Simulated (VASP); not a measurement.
# Bi2Te3 (R-3m) in VASP: single point with PBE

Aim: the single point of Bi2Te3 with PBE.

Program: VASP 6.6.1. These are calculated values, not measurements. Logs are shortened: lines on timing, memory, paths and dates and some standing lists are left out, and cuts for length are marked.

## (1) The cell of the first run

The structure is trigonal, space group R-3m (No. 166). The conventional cell has a = 4.418 Å, b = 4.418 Å, c = 32.257 Å, α = 90.00°, β = 90.00°, γ = 120.00°. Within 4.1 Å of Bi (site symmetry 3m) lie 6 Te at 3.08 to 3.28 Å. Within 4.1 Å of Te (site symmetry 3m) lie 3 Bi at 3.08 Å and 3 Te at 4.06 Å. Te (site symmetry -3m) has 6 Bi at 3.28 Å and 12 Te at 4.42 to 4.58 Å within 4.6 Å.

## (2) Single point, PBE

Contents of INCAR:

```
SYSTEM = Bi2Te3
PREC     = Accurate       ! precision mode
ENCUT    = 520            ! plane-wave cutoff, eV
EDIFF    = 1E-6           ! SCF threshold, eV
ISMEAR   = -1             ! smearing method
SIGMA    = 0.01           ! smearing width, eV
LREAL    = .False.        ! projectors in reciprocal space
LASPH    = .True.         ! aspherical terms in the spheres
NELM     = 80             ! most SCF steps
ALGO     = Normal         ! electronic algorithm
ISIF     = 2              ! what is computed and relaxed
LWAVE    = .False.        ! write WAVECAR
LCHARG   = .False.        ! write CHGCAR
GGA      = PE             ! functional
NBANDS   = 32             ! bands
```

Contents of KPOINTS:

```
Automatic mesh
0
Gamma
  9 9 9
  0 0 0
```

Contents of POSCAR:

```
Bi2Te3
1.0
    2.2090652234      1.2754044014     10.7524330131
   -2.2090652234      1.2754044014     10.7524330131
    0.0000000000     -2.5508088028     10.7524330131
Bi Te
2 3
Direct
    0.6026162099      0.6026162099      0.6026162099
    0.3973837901      0.3973837901      0.3973837901
    0.7844426250      0.7844426250      0.7844426250
    0.0000000000      0.0000000000      0.0000000000
    0.2155573750      0.2155573750      0.2155573750
```

Potentials or basis: VASP PAW PBE potentials, release 64 (Bi_d, Te).

Run with:

```sh
cat potpaw_PBE.64/Bi_d/POTCAR potpaw_PBE.64/Te/POTCAR > POTCAR
mpirun -np 1 vasp_std > vasp.out
```

OUTCAR:

```text
SYSTEM = Bi2Te3
   PREC = Accurate
   ENCUT = 520
   EDIFF = 1E-6
   ISMEAR = -1
   LREAL = .False.
   LASPH = .True.
   NELM = 80
   ISIF = 2
   GGA = PE

 ion  position               nearest neighbor table
   1  0.603  0.603  0.603-   5 3.08   5 3.08   5 3.08   4 3.28   4 3.28   4 3.28
   2  0.397  0.397  0.397-   3 3.08   3 3.08   3 3.08   4 3.28   4 3.28   4 3.28
   3  0.784  0.784  0.784-   2 3.08   2 3.08   2 3.08
   4  0.000  0.000  0.000-   1 3.28   1 3.28   2 3.28   2 3.28   1 3.28   2 3.28
   5  0.216  0.216  0.216-   1 3.08   1 3.08   1 3.08

  LATTYP: Found a trigonal (rhomboedric) cell.
 ALAT       =    11.0508570369
 COS(alpha) =     0.9200800595

  Lattice vectors:

 A1 = (   2.2090652234,   1.2754044014,  10.7524330131)
 A2 = (  -2.2090652234,   1.2754044014,  10.7524330131)
 A3 = (   0.0000000000,  -2.5508088028,  10.7524330131)

Analysis of symmetry for initial positions (statically):
=====================================================================
 Subroutine PRICEL returns:
 Original cell was already a primitive cell.

 Routine SETGRP: Setting up the symmetry group for a
 trigonal (rhombohedral) supercell.

 Subroutine GETGRP returns: Found 12 space group operations
 (whereof 12 operations were pure point group operations)
 out of a pool of 12 trial point group operations.

The static configuration has the point symmetry D_3d.

Analysis of symmetry for dynamics (positions and initial velocities):
=====================================================================
 Subroutine PRICEL returns:
 Original cell was already a primitive cell.

 Routine SETGRP: Setting up the symmetry group for a
 trigonal (rhombohedral) supercell.

 Subroutine GETGRP returns: Found 12 space group operations
 (whereof 12 operations were pure point group operations)
 out of a pool of 12 trial point group operations.

The dynamic configuration has the point symmetry D_3d.

 Subroutine INISYM returns: Found 12 space group operations
 (whereof 12 operations are pure point group operations),
 and found     1 'primitive' translations

----------------------------------------------------------------------------------------

                                     Primitive cell

  volume of cell :     181.7668

  direct lattice vectors                    reciprocal lattice vectors
     2.209065223  1.275404401 10.752433013     0.226340080  0.130677506  0.031000736
    -2.209065223  1.275404401 10.752433013    -0.226340080  0.130677506  0.031000736
     0.000000000 -2.550808803 10.752433013     0.000000000 -0.261355013  0.031000736

  length of vectors
    11.050857037 11.050857037 11.050857037     0.263187173  0.263187173  0.263187173

  position of ions in fractional coordinates (direct lattice)
     0.602616210  0.602616210  0.602616210
     0.397383790  0.397383790  0.397383790
     0.784442625  0.784442625  0.784442625
     0.000000000  0.000000000  0.000000000
     0.215557375  0.215557375  0.215557375

  ion indices of the primitive-cell ions
   primitive index   ion index
                 1           1
                 2           2
                 3           3
                 4           4
                 5           5

----------------------------------------------------------------------------------------

 KPOINTS: Automatic mesh

Automatic generation of k-mesh.
 Grid dimensions read from file:
 generate k-points for:    9    9    9

 Generating k-lattice:

  Cartesian coordinates                     Fractional coordinates (reciprocal lattice)
     0.025148898  0.014519723  0.003444526     0.111111111  0.000000000  0.000000000
    -0.025148898  0.014519723  0.003444526     0.000000000  0.111111111  0.000000000
     0.000000000 -0.029039446  0.003444526     0.000000000  0.000000000  0.111111111

  Length of vectors
     0.029243019  0.029243019  0.029243019

  Shift w.r.t. Gamma in fractional coordinates (k-lattice)
     0.000000000  0.000000000  0.000000000

 Subroutine IBZKPT returns following result:
 ===========================================

 Found     85 irreducible k-points:

 Following reciprocal coordinates:
            Coordinates               Weight
  0.000000  0.000000  0.000000      1.000000
  0.111111  0.000000  0.000000      6.000000
  0.222222  0.000000  0.000000      6.000000
  0.333333  0.000000  0.000000      6.000000
  0.444444  0.000000  0.000000      6.000000
  0.111111  0.111111  0.000000      6.000000
[... 16 lines left out ...]
 -0.333333  0.333333  0.000000      6.000000
  0.444444  0.444444  0.000000      6.000000
 [... further k-points ...]
   k-points           NKPTS =     85   k-points in BZ     NKDIM =     85   number of bands    NBANDS=     32
   number of dos      NEDOS =    301   number of ions     NIONS =      5
   total plane-waves  NPLWV = 592704
   dimension x,y,z NGX =    84 NGY =   84 NGZ =   84
   dimension x,y,z NGXF=   168 NGYF=  168 NGZF=  168
   ions per type =               2   3
   NGX,Y,Z   is equivalent  to a cutoff of  12.64, 12.64, 12.64 a.u.
   NGXF,Y,Z  is equivalent  to a cutoff of  25.27, 25.27, 25.27 a.u.
 SYSTEM =  Bi2Te3
   PREC   = accura    normal or accurate (medium, high low for compatibility)
   ISTART =      0    job   : 0-new  1-cont  2-samecut
   ICHARG =      2    charge: 1-file 2-atom 10-const
   ISPIN  =      1    spin polarized calculation?
   LNONCOLLINEAR =      F non collinear calculations
   LSORBIT =      F    spin-orbit coupling
   LASPH  =      T    aspherical Exc in radial PAW
   ENCUT  =  520.0 eV  38.22 Ry    6.18 a.u.  20.55 20.55 20.55*2*pi/ulx,y,z
   NELM   =     80;   NELMIN=  2; NELMDL= -5     # of ELM steps
   EDIFF  = 0.1E-05   stopping-criterion for ELM
   LREAL  =      F    real-space projection
[... 7 lines left out ...]
   TEBEG  =    0.0;   TEEND  =   0.0 temperature during run
   PSTRESS=    0.0 pullay stress
   NELECT =      48.0000    total number of electrons
   NUPDOWN=      -1.0000    fix difference up-down
   EMIN   =  10.00;   EMAX   =-10.00  energy-range for DOS
   EFERMI =   0.00;   METHOD = LEGACY
   ISMEAR =    -1;   SIGMA  =   0.01  broadening in eV -4-tet -1-fermi 0-gaus
   EFERMI_NEDOS =   21; number of points for ismear=-14 and -15
   IALGO  =     38    algorithm
   IMIX   =      4    mixing-type and parameters
     AMIX     =   0.40;   BMIX     =  1.00
     AMIX_MAG =   1.60;   BMIX_MAG =  1.00
  volume/ion in A,a.u.               =      36.35       245.32
  Fermi-wavevector in a.u.,A,eV,Ry     =   1.050309  1.984796 15.009254  1.103149
  Thomas-Fermi vector in A             =   2.185307
   LORBIT       =      0    0 simple, 1 ext, 2 COOP (PROOUT), +10 PAW based schemes
   GGA     = PE    functional components
[... 5 lines left out ...]
 non-spin polarized calculation
  energy-cutoff  :      520.00
  volume of cell :      181.77
 maximum number of plane-waves:      4915
 NGX is ok and might be reduce to    84
   NGX = 41   NGY = 41   NGZ = 41

 number of electron      48.0000001 magnetization

 Free energy of the ion-electron system (eV)
  ---------------------------------------------------
  ext. energy  EPLUGINS =         0.00000000
  ---------------------------------------------------
  free energy    TOTEN  =       -18.40001696 eV

  energy without entropy =      -18.40001696  energy(sigma->0) =      -18.40001696

 E-fermi :   5.3635     XC(G=0):  -8.9653

 val. band max:        5.1418032122   @ k =   0.0000   0.0000   0.0000
 cond. band min:       5.7110006397   @ k =   0.0000   0.0000   0.0000
 fundamental gap:      0.5691974275
 Fermi energy:         5.3634632761

 k-point     1 :       0.0000    0.0000    0.0000
  band No.  band energies     occupation
      1     -17.8097      2.00000
      2     -17.8097      2.00000
      3     -17.8086      2.00000
      4     -17.8086      2.00000
      5     -17.8030      2.00000
      6     -17.8018      2.00000
[... 24 lines left out ...]
     31      10.2791      0.00000
     32      11.2486      0.00000

 k-point     2 :       0.1111    0.0000    0.0000
  band No.  band energies     occupation
      1     -17.8104      2.00000
      2     -17.8092      2.00000
      3     -17.8084      2.00000
      4     -17.8073      2.00000
      5     -17.8022      2.00000
      6     -17.8011      2.00000
[... 24 lines left out ...]
     31      10.1824      0.00000
     32      10.5869      0.00000

 k-point     3 :       0.2222    0.0000    0.0000
  band No.  band energies     occupation
      1     -17.8127      2.00000
      2     -17.8113      2.00000
      3     -17.8057      2.00000
      4     -17.8046      2.00000
      5     -17.8021      2.00000
      6     -17.8003      2.00000
[... 24 lines left out ...]
     31       9.4888      0.00000
     32      10.8038      0.00000

 k-point     4 :       0.3333    0.0000    0.0000
  band No.  band energies     occupation
      1     -17.8157      2.00000
      2     -17.8139      2.00000
      3     -17.8042      2.00000
      4     -17.8037      2.00000
      5     -17.8025      2.00000
      6     -17.8018      2.00000
[... 24 lines left out ...]
     31       9.3021      0.00000
     32      10.7883      0.00000

 k-point     5 :       0.4444    0.0000    0.0000
  band No.  band energies     occupation
      1     -17.8179      2.00000
      2     -17.8158      2.00000
      3     -17.8047      2.00000
      4     -17.8041      2.00000
      5     -17.8028      2.00000
      6     -17.8019      2.00000
[... 584 lines left out ...]
     31       9.2795      0.00000
     32      10.9718      0.00000

 k-point    22 :      -0.4444    0.3333    0.0000
  band No.  band energies     occupation
      1     -17.8139      2.00000
      2     -17.8127      2.00000
      3     -17.8072      2.00000
      4     -17.8046      2.00000
      5     -17.8016      2.00000
      6     -17.8004      2.00000
[... 24 lines left out ...]
     31       9.8401      0.00000
     32      11.3002      0.00000

 k-point    23 :      -0.3333    0.3333    0.0000
  band No.  band energies     occupation
      1     -17.8115      2.00000
      2     -17.8115      2.00000
      3     -17.8097      2.00000
      4     -17.8058      2.00000
      5     -17.7985      2.00000
      6     -17.7985      2.00000
[... 24 lines left out ...]
     31      10.9198      0.00000
     32      11.3939      0.00000

 k-point    24 :       0.4444    0.4444    0.0000
  band No.  band energies     occupation
      1     -17.8178      2.00000
      2     -17.8158      2.00000
      3     -17.8047      2.00000
      4     -17.8041      2.00000
      5     -17.8028      2.00000
      6     -17.8019      2.00000
[... 24 lines left out ...]
     31       9.8224      0.00000
     32      10.8429      0.00000

 [... further k-points ...]

------------------------ aborting loop because EDIFF is reached ----------------------------------------

  FORCE on cell =-STRESS in cart. coord.  units (eV):
  Direction    XX          YY          ZZ          XY          YZ          ZX
  --------------------------------------------------------------------------------------
  -------------------------------------------------------------------------------------
  Total        0.4531276      0.4531276      0.0132188      0.0000000     -0.0000000      0.0000000
  in kB        3.9940788      3.9940788      0.1165170      0.0000000     -0.0000000      0.0000000
  external PRESSURE =       2.7015582 kB  Pullay stress =       0.0000000 kB

 VOLUME and BASIS-vectors are now :
 -----------------------------------------------------------------------------
  energy-cutoff  :      520.00
  volume of cell :      181.77
      direct lattice vectors                 reciprocal lattice vectors
     2.209065223  1.275404401 10.752433013     0.226340080  0.130677506  0.031000736
    -2.209065223  1.275404401 10.752433013    -0.226340080  0.130677506  0.031000736
     0.000000000 -2.550808803 10.752433013     0.000000000 -0.261355013  0.031000736

 POSITION                                       TOTAL-FORCE (eV/Angst)
 -----------------------------------------------------------------------------------
      0.00000      0.00000     19.43877        -0.000000     -0.000000      0.007585
      0.00000      0.00000     12.81853        -0.000000     -0.000000     -0.007585
      0.00000      0.00000     25.30400        -0.000000      0.000000      0.005503
      0.00000      0.00000      0.00000         0.000000     -0.000000     -0.000000
      0.00000      0.00000      6.95330        -0.000000     -0.000000     -0.005503
 -----------------------------------------------------------------------------------
    total drift:                               -0.000000     -0.000000      0.000000

  FREE ENERGIE OF THE ION-ELECTRON SYSTEM (eV)
  ---------------------------------------------------
  free  energy   TOTEN  =       -18.4000169565 eV

  energy  without entropy=      -18.4000169565  energy(sigma->0) =      -18.40001696
```

Run time: 48 min. Hardware: 1 thread of Intel Xeon Platinum 8375C at 2.90GHz (Ice Lake), shared host; peak memory 1.3 GiB.

What came out:

| Item | Value |
| --- | --- |
| Free energy | -18.4000 eV |
| Pressure | 0.3 GPa |
| Largest force | 0.008 eV/Å |
| Band gap on the k mesh | 0.57 eV |

Forces in eV/Å, atoms in the order of the input:
```
Bi   0.000  0.000  0.008
Bi   0.000  0.000 -0.008
Te   0.000  0.000  0.006
Te   0.000  0.000  0.000
Te   0.000  0.000 -0.006
```

Levels at points of the mesh, in eV from the valence-band top:
```tsv
k point	band 21	band 22	band 23	band 24	band 25	band 26	band 27	band 28
(0.00, 0.00, 0.00)	-1.26	-0.58	-0.58	0.00	0.57	1.12	1.12	2.10
```

Caveat: spin-orbit coupling is left out, which moves the levels of the heavy elements; an odd mesh through Γ misses points on the zone boundary, where band edges can lie.
